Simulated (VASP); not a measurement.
# Rh (I4/mmm) in VASP: notebook

Rh is run at these levels: PBEsol; tasks: single point.

Program: VASP 6.6.1. These are calculated values, not measurements. Logs are shortened: lines on timing, memory, paths and dates and some standing lists are left out, and cuts for length are marked.

## 1. The cell of the first run

Symmetry: I4/mmm, No. 139, tetragonal system. The conventional cell has a = 2.689 Å, b = 2.689 Å, c = 3.651 Å, α = 90.00°, β = 90.00°, γ = 90.00°. Within 3.5 Å of Rh (site symmetry 4/mmm) lie 12 Rh at 2.64 to 2.69 Å.

## 2. Single point, PBEsol (strain -0.0400 x Voigt [1, 0, 0, 0, 0, 0])

Input file INCAR:

```
SYSTEM = Rh
ALGO = Fast ; EDIFF = 1E-6
ENCUT = 520 ; GGA = PS
ISIF = 2 ; ISMEAR = 0
LASPH = .TRUE. ; LCHARG = .FALSE.
LREAL = .FALSE. ; LWAVE = .FALSE.
NBANDS = 14 ; NELM = 100
PREC = Accurate ; SIGMA = 0.15
```

Input file KPOINTS:

```
k-points
0
G
  22 22 22
  0 0 0
```

Input file POSCAR:

```
Rh
1.0
    0.0000000000      1.9015500000      1.9015500000
    1.8254880000      0.0000000000      1.9015500000
    1.8254880000      1.9015500000      0.0000000000
Rh
1
Direct
    0.0000000000      0.0000000000      0.0000000000
```

Potentials or basis: VASP PAW PBE potentials, release 64 (Rh_pv).

Launch:

```sh
> cat potpaw_PBE.64/Rh_pv/POTCAR > POTCAR
> mpirun -np 1 vasp_std > vasp.out
```

OUTCAR:

```text
SYSTEM = Rh
   EDIFF = 1E-6
   ENCUT = 520
   GGA = PS
   ISIF = 2
   ISMEAR = 0
   LASPH = .TRUE.
   LREAL = .FALSE.
   NELM = 100
   PREC = Accurate

 ion  position               nearest neighbor table
   1  0.000  0.000  0.000-

  LATTYP: Found a body centered tetragonal cell.
 ALAT       =     2.6891977995
 C/A-ratio  =     1.3576450199

  Lattice vectors:

 A1 = (  -1.8254880000,   0.0000000000,  -1.9015500000)
 A2 = (  -1.8254880000,   0.0000000000,   1.9015500000)
 A3 = (   1.8254880000,   1.9015500000,   0.0000000000)

Analysis of symmetry for initial positions (statically):
=====================================================================
 Subroutine PRICEL returns:
 Original cell was already a primitive cell.

 Routine SETGRP: Setting up the symmetry group for a
 body centered tetragonal supercell.

 Subroutine GETGRP returns: Found 16 space group operations
 (whereof 16 operations were pure point group operations)
 out of a pool of 16 trial point group operations.

The static configuration has the point symmetry D_4h.

Analysis of symmetry for dynamics (positions and initial velocities):
=====================================================================
 Subroutine PRICEL returns:
 Original cell was already a primitive cell.

 Routine SETGRP: Setting up the symmetry group for a
 body centered tetragonal supercell.

 Subroutine GETGRP returns: Found 16 space group operations
 (whereof 16 operations were pure point group operations)
 out of a pool of 16 trial point group operations.

The dynamic configuration has the point symmetry D_4h.

 Subroutine INISYM returns: Found 16 space group operations
 (whereof 16 operations are pure point group operations),
 and found     1 'primitive' translations

----------------------------------------------------------------------------------------

                                     Primitive cell

  volume of cell :      13.2015

  direct lattice vectors                    reciprocal lattice vectors
     0.000000000  1.901550000  1.901550000    -0.273899363  0.262943388  0.262943388
     1.825488000  0.000000000  1.901550000     0.273899363 -0.262943388  0.262943388
     1.825488000  1.901550000  0.000000000     0.273899363  0.262943388 -0.262943388

  length of vectors
     2.689197800  2.635962602  2.635962602     0.461843385  0.461843385  0.461843385

  position of ions in fractional coordinates (direct lattice)
[... 80 lines left out ...]
   NSW    =      0    number of steps for IOM
   IBRION =     -1    ionic relax: 0-MD 1-quasi-New 2-CG
   NFREE  =      0    steps in history (QN), initial steepest desc. (CG)
   ISIF   =      2    stress and relaxation
   ISYM   =      2    0-nonsym 1-usesym 2-fastsym
   POTIM  = 0.5000    time-step for ionic-motion
   TEBEG  =    0.0;   TEEND  =   0.0 temperature during run
   PSTRESS=    0.0 pullay stress
   NELECT =      15.0000    total number of electrons
   NUPDOWN=      -1.0000    fix difference up-down
   EMIN   =  10.00;   EMAX   =-10.00  energy-range for DOS
   EFERMI =   0.00;   METHOD = LEGACY
   ISMEAR =     0;   SIGMA  =   0.15  broadening in eV -4-tet -1-fermi 0-gaus
   EFERMI_NEDOS =   21; number of points for ismear=-14 and -15
   IALGO  =     68    algorithm
   IMIX   =      4    mixing-type and parameters
     AMIX     =   0.40;   BMIX     =  1.00
     AMIX_MAG =   1.60;   BMIX_MAG =  1.00
  volume/ion in A,a.u.               =      13.20        89.09
  Fermi-wavevector in a.u.,A,eV,Ry     =   1.708298  3.228216 39.705661  2.918284
  Thomas-Fermi vector in A             =   2.786992
   LORBIT       =      0    0 simple, 1 ext, 2 COOP (PROOUT), +10 PAW based schemes
   GGA     = PS    functional components
   LHFCALC =     F    Hartree Fock is set to
   AEXX    =    0.0000 exact exchange contribution
   IVDW    =     0    specifies the selected vdW correction
   LEPSILON=     F    determine dielectric tensor
   LRPA    =     F    only Hartree local field effects (RPA)
 non-spin polarized calculation
 RMM-DIIS sequential band-by-band and
 Gauss-broadening in eV      SIGMA  =   0.15
  energy-cutoff  :      520.00
  volume of cell :       13.20
 maximum number of plane-waves:       370
   NGX =  9   NGY =  9   NGZ =  9

 number of electron      15.0000003 magnetization

 Free energy of the ion-electron system (eV)
  ---------------------------------------------------
  ext. energy  EPLUGINS =         0.00000000
  ---------------------------------------------------
  free energy    TOTEN  =        -8.12620248 eV

  energy without entropy =       -8.11221967  energy(sigma->0) =       -8.11921108

 E-fermi :  12.5124     XC(G=0): -14.4810

 val. band max:       12.5107326366   @ k =   0.4091   0.1364   0.0455
 cond. band min:      12.5138427569   @ k =   0.4545   0.3182   0.0909
 fundamental gap:      0.0031101204
 Fermi energy:        12.5123756474

 k-point     1 :       0.0000    0.0000    0.0000
  band No.  band energies     occupation
      1     -33.8927      2.00000
      2     -33.8927      2.00000
      3     -33.8677      2.00000
      4       4.1590      2.00000
      5       9.0813      2.00000
      6       9.0813      2.00000
      7       9.5316      2.00000
      8      11.1848      2.00000
      9      11.7382      2.00000
     10      28.4422      0.00000
     11      32.7726      0.00000
     12      33.6496      0.00000
     13      33.6496      0.00000
     14      35.0372      0.00000
[... 377 lines left out ...]
      1     -34.7205      2.00000
      2     -34.0429      2.00000
      3     -33.9715      2.00000
      4       6.0760      2.00000
      5       8.8847      2.00000
      6       9.4301      2.00000
      7      12.2044      1.99632
      8      12.9904      0.00001
      9      14.0603      0.00000
     10      21.7045      0.00000
     11      28.0536      0.00000
     12      32.7745      0.00000
     13      33.5355      0.00000
     14      34.5670      0.00000

 [... further k-points ...]
[... 5 lines left out ...]
  --------------------------------------------------------------------------------------
  -------------------------------------------------------------------------------------
  Total        1.2010206      0.3085030      0.3085030      0.0000000      0.0000000      0.0000000
  in kB      145.7594003     37.4408367     37.4408367      0.0000000      0.0000000      0.0000000
  external PRESSURE =      73.5470245 kB  Pullay stress =       0.0000000 kB

 VOLUME and BASIS-vectors are now :
 -----------------------------------------------------------------------------
  energy-cutoff  :      520.00
  volume of cell :       13.20
      direct lattice vectors                 reciprocal lattice vectors
     0.000000000  1.901550000  1.901550000    -0.273899363  0.262943388  0.262943388
     1.825488000  0.000000000  1.901550000     0.273899363 -0.262943388  0.262943388
     1.825488000  1.901550000  0.000000000     0.273899363  0.262943388 -0.262943388

 POSITION                                       TOTAL-FORCE (eV/Angst)
 -----------------------------------------------------------------------------------
      0.00000      0.00000      0.00000         0.000000      0.000000      0.000000
 -----------------------------------------------------------------------------------
    total drift:                                0.000000     -0.000000     -0.000000

  FREE ENERGIE OF THE ION-ELECTRON SYSTEM (eV)
  ---------------------------------------------------
  free  energy   TOTEN  =        -8.1262024845 eV

  energy  without entropy=       -8.1122196671  energy(sigma->0) =       -8.11921108
```

stdout:

```text
POSCAR found type information on POSCAR Rh
 POSCAR found :  1 types and       1 ions
 scaLAPACK will be used
 -----------------------------------------------------------------------------
|                                                                             |
|                                                                             |
|     You enforced a specific xc type in the INCAR file but a different       |
|     I HOPE YOU KNOW WHAT YOU ARE DOING!                                     |
|                                                                             |
 -----------------------------------------------------------------------------

 LDA part: xc-table for (Slater+PW92), standard interpolation
 POSCAR, INCAR and KPOINTS ok, starting setup
 FFT: planning ... GRIDC
 FFT: planning ... GRID_SOFT
 FFT: planning ... GRID
 WAVECAR not read
 entering main loop
WARNING in EDDRMM: call to ZHEGV failed, returncode =   6  3     13
WARNING in EDDRMM: call to ZHEGV failed, returncode =   8  4     14
```

Wall time 72 s (1 thread of Intel Xeon 6975P-C (Granite Rapids), shared host); peak memory 0.24 GiB.

Results:

| Item | Value |
| --- | --- |
| Free energy | -8.1262 eV |
| Pressure | 7.4 GPa |

Stress tensor (GPa, compression positive):
```
14.58  0.00  0.00
 0.00  3.74  0.00
 0.00  0.00  3.74
```

Levels at points of the mesh, in eV from the Fermi level:
| k point | band 5 | band 6 | band 7 | band 8 | band 9 | band 10 |
| --- | --- | --- | --- | --- | --- | --- |
| (0.00, 0.00, 0.00) | -3.43 | -3.43 | -2.98 | -1.33 | -0.77 | 15.93 |
| (0.50, 0.00, 0.00) | -3.61 | -3.12 | 0.50 | 0.62 | 0.75 | 9.04 |
| (0.50, 0.50, 0.00) | -6.32 | 0.60 | 0.86 | 1.25 | 2.94 | 12.37 |
| (0.00, 0.50, 0.50) | -6.38 | 0.59 | 1.10 | 1.10 | 3.86 | 12.98 |

Caveat: the cell differs from its parent crystal (strain -0.0400 x Voigt [1, 0, 0, 0, 0, 0]); the PAW data sets were made with another functional, which shifts forces and pressure a little.

## 3. Single point, PBEsol (strain -0.0300 x Voigt [1, 0, 0, 0, 0, 0])

Input file INCAR:

```
SYSTEM = Rh
ALGO = Fast ; EDIFF = 1E-7
ENCUT = 520 ; GGA = PS
ISIF = 2 ; ISMEAR = 0
LASPH = .True. ; LCHARG = .False.
LREAL = .False. ; LWAVE = .False.
NBANDS = 14 ; NELM = 100
PREC = Accurate ; SIGMA = 0.15
```

Input file KPOINTS:

```
k-points
0
Gamma
  22 22 22
  0 0 0
```

Input file POSCAR:

```
Rh
1.0
    0.0000000000      1.9015500000      1.9015500000
    1.8445035000      0.0000000000      1.9015500000
    1.8445035000      1.9015500000      0.0000000000
Rh
1
Direct
    0.0000000000      0.0000000000      0.0000000000
```

Potentials or basis: VASP PAW PBE potentials, release 64 (Rh_pv).

Launch:

```sh
> cat potpaw_PBE.64/Rh_pv/POTCAR > POTCAR
> mpirun -np 1 vasp_std > vasp.out
```

Run time: 68 s. Hardware: 1 thread of Intel Xeon 6975P-C (Granite Rapids), shared host; peak memory 0.24 GiB.

Results (log left out):

```
Free energy : -8.1365 eV
Pressure    : 3.9 GPa
```

Stress tensor (GPa, compression positive):
```
9.18 0.00 0.00
0.00 1.22 0.00
0.00 0.00 1.22
```

Levels at points of the mesh, in eV from the Fermi level:
```tsv
k point	band 3	band 4	band 5	band 6	band 7	band 8	band 9	band 10	band 11	band 12
(0.00, 0.00, 0.00)	-46.37	-8.28	-3.35	-3.35	-3.01	-1.24	-0.83	15.93	20.29	21.21
(0.50, 0.00, 0.00)	-46.47	-6.42	-3.50	-3.13	0.53	0.63	0.71	8.92	15.41	20.29
(0.50, 0.50, 0.00)	-46.65	-6.63	-6.24	0.60	0.89	1.18	3.00	12.33	13.43	13.80
(0.00, 0.50, 0.50)	-46.72	-6.64	-6.27	0.58	1.07	1.07	3.68	13.04	13.04	13.21
```

Caveat: the cell differs from its parent crystal (strain -0.0300 x Voigt [1, 0, 0, 0, 0, 0]); the PAW data sets were made with another functional, which shifts forces and pressure a little.

## 4. Single point, PBEsol (strain -0.0200 x Voigt [1, 0, 0, 0, 0, 0])

Input file INCAR:

```
PREC = Accurate ; ENCUT = 520
EDIFF = 1E-7 ; ISMEAR = 0
SIGMA = 0.15 ; LREAL = F
LASPH = T ; NELM = 80
ALGO = Fast ; ISIF = 2
LWAVE = F ; LCHARG = F
GGA = PS ; NBANDS = 14
```

Input file KPOINTS:

```
Automatic mesh
0
Gamma
  22 22 22
```

Input file POSCAR:

```
Rh
1.0
    0.0000000000      1.9015500000      1.9015500000
    1.8635190000      0.0000000000      1.9015500000
    1.8635190000      1.9015500000      0.0000000000
Rh
1
Direct
    0.0000000000      0.0000000000      0.0000000000
```

Launch:

```sh
> cat potpaw_PBE.64/Rh_pv/POTCAR > POTCAR
> mpirun -np 1 vasp_std > vasp.out
```

Wall time 68 s (1 thread of Intel Xeon 6975P-C (Granite Rapids), shared host); peak memory 0.25 GiB.

The run converged. Its results:

- Free energy: -8.1423 eV
- Pressure: 0.6 GPa

Stress tensor (GPa, compression positive):
```
 4.11  0.00  0.00
 0.00 -1.09  0.00
 0.00  0.00 -1.09
```

Levels at points of the mesh, in eV from the Fermi level:
```
           k point  band 4  band 5  band 6  band 7  band 8  band 9  band 10  band 11
(0.00, 0.00, 0.00)   -8.20   -3.26   -3.26   -3.04   -1.15   -0.88    15.93    20.31
(0.50, 0.00, 0.00)   -6.33   -3.38   -3.15    0.55    0.63    0.66     8.80    15.42
(0.50, 0.50, 0.00)   -6.53   -6.15    0.59    0.93    1.12    3.06    12.30    13.36
(0.00, 0.50, 0.50)   -6.54   -6.17    0.57    1.04    1.04    3.50    12.87    13.10
```

Caveat: the cell differs from its parent crystal (strain -0.0200 x Voigt [1, 0, 0, 0, 0, 0]); the PAW data sets were made with another functional, which shifts forces and pressure a little.

## 5. Single point, PBEsol (strain -0.0100 x Voigt [1, 0, 0, 0, 0, 0])

Input file INCAR:

```
PREC = Accurate
ENCUT = 520
EDIFF = 1E-7
ISMEAR = 0
SIGMA = 0.15
LREAL = False
LASPH = True
NELM = 80
ALGO = Fast
ISIF = 2
LWAVE = False
LCHARG = False
GGA = PS
NBANDS = 14
```

KPOINTS is that of step 4.

Input file POSCAR:

```
Rh
1.0
    0.0000000000      1.9015500000      1.9015500000
    1.8825345000      0.0000000000      1.9015500000
    1.8825345000      1.9015500000      0.0000000000
Rh
1
Direct
    0.0000000000      0.0000000000      0.0000000000
```

Launch:

```sh
> cat potpaw_PBE.64/Rh_pv/POTCAR > POTCAR
> mpirun -np 1 vasp_std > vasp.out
```

Run time: 85 s. Hardware: 1 thread of Intel Xeon 6975P-C (Granite Rapids), shared host; peak memory 0.24 GiB.

Results (log left out):

* Free energy: -8.1438 eV
* Pressure: -2.4 GPa

Stress tensor (GPa, compression positive):
```
-0.67  0.00  0.00
 0.00 -3.21  0.00
 0.00  0.00 -3.21
```

Levels at points of the mesh, in eV from the Fermi level:
```csv
k point,band 5,band 6,band 7,band 8,band 9,band 10
"(0.00, 0.00, 0.00)",-3.18,-3.18,-3.07,-1.06,-0.93,15.93
"(0.50, 0.00, 0.00)",-3.27,-3.16,0.56,0.62,0.64,8.69
"(0.50, 0.50, 0.00)",-6.06,0.57,0.96,1.06,3.12,12.26
"(0.00, 0.50, 0.50)",-6.07,0.57,1.02,1.02,3.34,12.54
```

Caveat: the cell differs from its parent crystal (strain -0.0100 x Voigt [1, 0, 0, 0, 0, 0]); the PAW data sets were made with another functional, which shifts forces and pressure a little.

## 6. Single point, PBEsol (strain +0.0100 x Voigt [1, 0, 0, 0, 0, 0])

Input file INCAR:

```
SYSTEM = Rh
  PREC = Accurate
  ENCUT = 520
  EDIFF = 1E-6
  ISMEAR = 0
  SIGMA = 0.15
  LREAL = .False.
  LASPH = .True.
  NELM = 100
  ALGO = Fast
  ISIF = 2
  LWAVE = .False.
  LCHARG = .True.
  GGA = PS
  LELF = .True.
  LVHAR = .True.
  NBANDS = 14
```

Input file KPOINTS:

```
regular mesh
0
Gamma
  22 22 22
  0 0 0
```

Input file POSCAR:

```
Rh
1.0
    0.0000000000      1.9015500000      1.9015500000
    1.9205655000      0.0000000000      1.9015500000
    1.9205655000      1.9015500000      0.0000000000
Rh
1
Direct
    0.0000000000      0.0000000000      0.0000000000
```

Potentials or basis: VASP PAW PBE potentials, release 64 (Rh_pv).

Launch:

```sh
> cat potpaw_PBE.64/Rh_pv/POTCAR > POTCAR
> mpirun -np 1 vasp_std > vasp.out
```

Run time: 69 s. Hardware: 1 thread of Intel Xeon 6975P-C (Granite Rapids), shared host; peak memory 0.25 GiB.

The run converged. Its results:

```
Free energy : -8.1353 eV
Pressure    : -7.8 GPa
```

Stress tensor (GPa, compression positive):
```
-9.40  0.00  0.00
 0.00 -7.00  0.00
 0.00  0.00 -7.00
```

Levels at points of the mesh, in eV from the Fermi level:
```
           k point  band 3  band 4  band 5  band 6  band 7  band 8  band 9  band 10  band 11  band 12
(0.00, 0.00, 0.00)  -46.31   -7.97   -3.11   -3.01   -3.01   -1.03   -0.90    15.95    20.40    21.14
(0.50, 0.00, 0.00)  -46.41   -6.08   -3.17   -3.06    0.54    0.60    0.67     8.49    15.44    20.40
(0.50, 0.50, 0.00)  -46.58   -6.25   -5.88    0.55    0.93    1.03    3.24    12.19    13.06    13.17
(0.00, 0.50, 0.50)  -46.57   -6.25   -5.88    0.56    0.97    0.97    3.03    11.92    13.30    13.30
```

Caveat: the cell differs from its parent crystal (strain +0.0100 x Voigt [1, 0, 0, 0, 0, 0]); the PAW data sets were made with another functional, which shifts forces and pressure a little.

## 7. The runs side by side

| cell | further INCAR settings | gap on the mesh (eV) | pressure (GPa) |
| --- | --- | --- | --- |
| a = 2.689, b = 2.636, c = 2.636 Å, angles 61.3, 59.3, 59.3°, 1 atom | ALGO = Fast; EDIFF = 1e-06; NBANDS = 14 | none | 7.4 |
| a = 2.689, b = 2.649, c = 2.649 Å, angles 61.0, 59.5, 59.5°, 1 atom | ALGO = Fast; EDIFF = 1e-07; NBANDS = 14 | none | 3.9 |
| a = 2.689, b = 2.662, c = 2.662 Å, angles 60.7, 59.7, 59.7°, 1 atom | ALGO = Fast; EDIFF = 1e-07; NBANDS = 14 | none | 0.6 |
| a = 2.689, b = 2.676, c = 2.676 Å, angles 60.3, 59.8, 59.8°, 1 atom | ALGO = Fast; EDIFF = 1e-07; NBANDS = 14 | none | -2.4 |
| a = 2.689, b = 2.703, c = 2.703 Å, angles 59.7, 60.2, 60.2°, 1 atom | ALGO = Fast; EDIFF = 1e-06; NBANDS = 14 | none | -7.8 |

Alike in all rows: task single point; level PBEsol; potentials or basis VASP PAW PBE potentials, release 64 (Rh_pv); no spin polarisation; k mesh 22 × 22 × 22; cutoff (eV) 520; smearing gaussian 0.15 eV.

Caveats: the PAW data sets were made with another functional, which shifts forces and pressure a little.

Absolute energies hang on the potentials; compare differences alone.
